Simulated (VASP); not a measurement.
HgTe, 2 atoms in the cell. Symmetry: F-43m, No. 216, cubic system. The conventional cell has a = 6.429 Å, b = 6.429 Å, c = 6.429 Å, α = 90.00°, β = 90.00°, γ = 90.00°. Hg (site symmetry -43m) has 4 Te at 2.78 Å within 3.7 Å. Te (site symmetry -43m) has 4 Hg at 2.78 Å within 3.7 Å. 

* Program: VASP 6.6.1
* Task: elastic constants
* Functional: PBEsol
* Potentials or basis: VASP PAW PBE potentials, release 64 (Hg, Te)
* Cutoff: 600 eV
* k mesh: 6 × 6 × 6
* Occupations: fermi-dirac, width 0.05 eV
* Spin: no spin polarisation
* Dipole correction: no
* Ions in elastic constants: relaxed
* Further INCAR settings: ALGO = Normal; EDIFF = 1e-08; IBRION = 6; POTIM = 0.015; NSW = 1; ISIF = 3

Potentials or basis: VASP PAW PBE potentials, release 64 (Hg, Te).

The run is started by

```console
$ cat potpaw_PBE.64/Hg/POTCAR potpaw_PBE.64/Te/POTCAR > POTCAR
$ mpirun -np 1 vasp_std > vasp.out
```

Hardware: 1 thread of Intel Xeon 8259CL, with other jobs on the host.

**Question.** Estimate the wall time of this run.

**Answer.** Run time: 17 min on 1 thread of Intel Xeon 8259CL, on a shared host, peak memory 0.3 GiB. Counts: scf iterations 183, k points 16.
